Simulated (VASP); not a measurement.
# TaN in VASP: single point with LDA

Aim: the single point of TaN with LDA.

All numbers are computed with VASP 6.6.1; they aren't measurements. Logs are shortened: lines on timing, memory, paths and dates and some standing lists are left out, and cuts for length are marked.

### Step 1. The cell of the first run

The typed cell holds 6 atoms: a = 5.206 Å, b = 5.206 Å, c = 2.920 Å, α = 90.00°, β = 90.00°, γ = 60.00°.

### Step 2. Single point, LDA

Contents of INCAR:

```
PREC = Accurate ; ENCUT = 700
EDIFF = 1E-6 ; ISMEAR = -1
SIGMA = 0.1 ; LREAL = False
LASPH = True ; NELM = 120
ALGO = Normal ; ISIF = 2
LWAVE = False ; LCHARG = False
NBANDS = 36 ; GGA_COMPAT = False
```

Contents of KPOINTS:

```
Automatic mesh
0
Gamma
  4 4 6
```

Contents of POSCAR:

```
TaN
1.0
    2.6032410000      4.5089440000      0.0000000000
   -2.6032410000      4.5089440000      0.0000000000
    0.0000000000      0.0000000000      2.9200480000
Ta N
3 3
Direct
    0.0000000000      0.0000000000      0.0000000000
    0.3333000000      0.3334000000      0.5000000000
    0.6666000000      0.6667000000      0.5000000000
    0.5000000000      0.5000000000      0.0000000000
    0.5000000000      0.0000000000      0.0000000000
    0.0000000000      0.5000000000      0.0000000000
```

Potentials or basis: VASP PAW LDA potentials, release 64 (Ta_sv_GW, N).

Launch:

```bash
cat potpaw_LDA.64/Ta_sv_GW/POTCAR potpaw_LDA.64/N/POTCAR > POTCAR
mpirun -np 1 vasp_std > vasp.out
```

OUTCAR:

```text
PREC = Accurate
   ENCUT = 700
   EDIFF = 1E-6
   ISMEAR = -1
   LREAL = False
   LASPH = True
   NELM = 120
   ISIF = 2

 ion  position               nearest neighbor table
   1  0.000  0.000  0.000-
   2  0.333  0.333  0.500-   4 2.10   4 2.10   6 2.10   6 2.10   5 2.10   5 2.10   3 3.01   3 3.01
                             3 3.01
   3  0.667  0.667  0.500-   4 2.10   4 2.10   5 2.10   5 2.10   6 2.10   6 2.10   2 3.01   2 3.01
                             2 3.01
   4  0.500  0.500  0.000-   2 2.10   3 2.10   2 2.10   3 2.10
   5  0.500  0.000  0.000-   3 2.10   3 2.10   2 2.10   2 2.10
   6  0.000  0.500  0.000-   2 2.10   2 2.10   3 2.10   3 2.10

  LATTYP: Found a hexagonal cell.
 ALAT       =     5.2064805482
 C/A-ratio  =     0.5608487294

  Lattice vectors:

 A1 = (   2.6032410000,  -4.5089440000,   0.0000000000)
 A2 = (   2.6032410000,   4.5089440000,   0.0000000000)
 A3 = (   0.0000000000,   0.0000000000,   2.9200480000)

Analysis of symmetry for initial positions (statically):
=====================================================================
 Subroutine PRICEL returns:
 Original cell was already a primitive cell.

 Routine SETGRP: Setting up the symmetry group for a
 hexagonal supercell.

 Subroutine GETGRP returns: Found  4 space group operations
 (whereof  4 operations were pure point group operations)
 out of a pool of 24 trial point group operations.

The static configuration has the point symmetry C_2v.

Analysis of symmetry for dynamics (positions and initial velocities):
=====================================================================
 Subroutine PRICEL returns:
 Original cell was already a primitive cell.

 Routine SETGRP: Setting up the symmetry group for a
 hexagonal supercell.

 Subroutine GETGRP returns: Found  4 space group operations
 (whereof  4 operations were pure point group operations)
 out of a pool of 24 trial point group operations.

The dynamic configuration has the point symmetry C_2v.

 Subroutine INISYM returns: Found  4 space group operations
 (whereof  4 operations are pure point group operations),
 and found     1 'primitive' translations

----------------------------------------------------------------------------------------

                                     Primitive cell

  volume of cell :      68.5503

  direct lattice vectors                    reciprocal lattice vectors
     2.603241000  4.508944000  0.000000000     0.192068272  0.110890710  0.000000000
    -2.603241000  4.508944000  0.000000000    -0.192068272  0.110890710  0.000000000
[... 99 lines left out ...]
   ISIF   =      2    stress and relaxation
   ISYM   =      2    0-nonsym 1-usesym 2-fastsym
   POTIM  = 0.5000    time-step for ionic-motion
   TEBEG  =    0.0;   TEEND  =   0.0 temperature during run
   PSTRESS=    0.0 pullay stress
   NELECT =      54.0000    total number of electrons
   NUPDOWN=      -1.0000    fix difference up-down
   EMIN   =  10.00;   EMAX   =-10.00  energy-range for DOS
   EFERMI =   0.00;   METHOD = LEGACY
   ISMEAR =    -1;   SIGMA  =   0.10  broadening in eV -4-tet -1-fermi 0-gaus
   EFERMI_NEDOS =   21; number of points for ismear=-14 and -15
   IALGO  =     38    algorithm
   IMIX   =      4    mixing-type and parameters
     AMIX     =   0.40;   BMIX     =  1.00
     AMIX_MAG =   1.60;   BMIX_MAG =  1.00
  volume/ion in A,a.u.               =      11.43        77.10
  Fermi-wavevector in a.u.,A,eV,Ry     =   1.511946  2.857164 31.102666  2.285981
  Thomas-Fermi vector in A             =   2.621936
   LORBIT       =      0    0 simple, 1 ext, 2 COOP (PROOUT), +10 PAW based schemes
   GGA     = CA    functional components
   LHFCALC =     F    Hartree Fock is set to
   AEXX    =    0.0000 exact exchange contribution
   IVDW    =     0    specifies the selected vdW correction
   LEPSILON=     F    determine dielectric tensor
   LRPA    =     F    only Hartree local field effects (RPA)
 non-spin polarized calculation
  energy-cutoff  :      700.00
  volume of cell :       68.55
 maximum number of plane-waves:      2900
 NGX is ok and might be reduce to    48
   NGX = 23   NGY = 23   NGZ = 13

 number of electron      54.0000001 magnetization

 Free energy of the ion-electron system (eV)
  ---------------------------------------------------
  ext. energy  EPLUGINS =         0.00000000
  ---------------------------------------------------
  free energy    TOTEN  =       -78.84785182 eV

  energy without entropy =      -78.80567396  energy(sigma->0) =      -78.82676289

 E-fermi :  11.7451     XC(G=0): -13.5929

 val. band max:       11.6074581087   @ k =   0.5000  -0.0000   0.1667
 cond. band min:      11.8340787823   @ k =   0.2500  -0.0000   0.5000
 fundamental gap:      0.2266206736
 Fermi energy:        11.7450912837

 k-point     1 :       0.0000    0.0000    0.0000
  band No.  band energies     occupation
      1     -57.1254      2.00000
      2     -57.0783      2.00000
      3     -56.8296      2.00000
      4     -24.2168      2.00000
      5     -24.2163      2.00000
      6     -23.8433      2.00000
[... 925 lines left out ...]
     35      15.8032      0.00000
     36      16.5570      0.00000

 [... further k-points ...]

------------------------ aborting loop because EDIFF is reached ----------------------------------------

  FORCE on cell =-STRESS in cart. coord.  units (eV):
  Direction    XX          YY          ZZ          XY          YZ          ZX
  --------------------------------------------------------------------------------------
  -------------------------------------------------------------------------------------
  Total       -2.4236419     -2.4176549     -4.4659302      0.0000000      0.0000000      0.0000000
  in kB      -56.6460760    -56.5061455   -104.3790435      0.0000000      0.0000000      0.0000000
  external PRESSURE =     -72.5104217 kB  Pullay stress =       0.0000000 kB

 VOLUME and BASIS-vectors are now :
 -----------------------------------------------------------------------------
  energy-cutoff  :      700.00
  volume of cell :       68.55
      direct lattice vectors                 reciprocal lattice vectors
     2.603241000  4.508944000  0.000000000     0.192068272  0.110890710  0.000000000
    -2.603241000  4.508944000  0.000000000    -0.192068272  0.110890710  0.000000000
     0.000000000  0.000000000  2.920048000     0.000000000  0.000000000  0.342460124

 POSITION                                       TOTAL-FORCE (eV/Angst)
 -----------------------------------------------------------------------------------
      0.00000      0.00000      0.00000        -0.001101      0.000000      0.000000
     -0.00026      3.00611      1.46002         0.004623     -0.004844      0.000000
     -0.00026      6.01178      1.46002         0.004623      0.004844      0.000000
      0.00000      4.50894      0.00000        -0.000366      0.000000      0.000000
      1.30162      2.25447      0.00000        -0.003889      0.002053      0.000000
     -1.30162      2.25447      0.00000        -0.003889     -0.002053      0.000000
 -----------------------------------------------------------------------------------
    total drift:                               -0.000042      0.000000      0.000000

  FREE ENERGIE OF THE ION-ELECTRON SYSTEM (eV)
  ---------------------------------------------------
  free  energy   TOTEN  =       -78.8478518199 eV

  energy  without entropy=      -78.8056739629  energy(sigma->0) =      -78.82676289
```

Run time: 97 s. Hardware: 1 thread of Intel Xeon 6975P-C (Granite Rapids), shared host; peak memory 0.25 GiB.

What came out:

```
Free energy            : -78.8479 eV
Pressure               : -7.3 GPa
Largest force          : 0.007 eV/Å
Band gap on the k mesh : zero (bands 27 and 28 overlap by 2.09 eV)
```

Forces in eV/Å, atoms in the order of the input:
```
Ta  -0.001  0.000  0.000
Ta   0.005 -0.005  0.000
Ta   0.005  0.005  0.000
N    0.000  0.000  0.000
N   -0.004  0.002  0.000
N   -0.004 -0.002  0.000
```

Caveat: the cell stands under tension; spin-orbit coupling is left out, which moves the levels of the heavy elements.

The gap in the log of VASP goes by the Fermi energy; the results here count the filled bands.